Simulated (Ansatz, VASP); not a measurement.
## Two plane-wave programs on WS2

File INCAR:

```
ALGO = Normal
EDIFF = 1E-6
ENCUT = 520
GGA = PS
ISIF = 2
ISMEAR = -1
LASPH = T
LCHARG = F
LREAL = F
LWAVE = F
NBANDS = 20
NELM = 80
PREC = Accurate
SIGMA = 0.02
```

Contents of KPOINTS:

```
k-points
0
Gamma
  6 6 6
```

Contents of POSCAR:

```
WS2
1.0
    1.5985959956      0.9229498284      6.0871024982
   -1.5985959956      0.9229498284      6.0871024982
    0.0000000000     -1.8458996568      6.0871024982
W S
1 2
Direct
    0.0000000000      0.0000000000      0.0000000000
    0.2477300228      0.2477300228      0.2477300228
    0.7522699772      0.7522699772      0.7522699772
```

Input for Ansatz:

```yaml
crystal:
  lattice:
    - [1.5985959956, 0.9229498284, 6.0871024982]
    - [-1.5985959956, 0.9229498284, 6.0871024982]
    - [0.0, -1.8458996568, 6.0871024982]
  atoms:
    - { symbol: W, position: [0.0, 0.0, 0.0] }
    - { symbol: S, position: [0.2477300228, 0.2477300228, 0.2477300228] }
    - { symbol: S, position: [0.7522699772, 0.7522699772, 0.7522699772] }
kpoints:
  mp_grid: { grid: [6, 6, 6] }
hamiltonian:
  xc: pbesol
scf:
  occupations: { method: fermi_dirac, width: 0.02 }
  n_extra_bands: 4
output:
  forces: true
  stress: true
  eigenvalues: true
```

Alike in both runs: task single point; functional PBEsol; k mesh 6 × 6 × 6; occupations fermi-dirac, width 0.02 eV; no spin polarisation.

|  | VASP | Ansatz |
| --- | --- | --- |
| version | VASP 6.6.1 | Ansatz 0.2.0 |
| potentials or method | VASP PAW PBE potentials, release 64 (W_sv, S) | plane waves, PAW |
| plane-wave cutoff (eV) | 520 | 420 |
| valence electrons in the cell | 26 | 26 |

```csv
,VASP,Ansatz,Ansatz less VASP
pressure (GPa),-1.9,-2.0,-0.10
"traceless stress, the component that is largest in VASP (GPa)",1.38,1.34,-0.042
rms of the force components (eV/Å),0.029,0.036,+0.0075
```

VASP's potentials were made for PBE, not for PBEsol. Atom by atom the forces differ by 0.007 eV/Å (rms over components).

The k mesh is coarse, so the values compare programs but aren't converged. Neither program's run includes spin-orbit coupling.
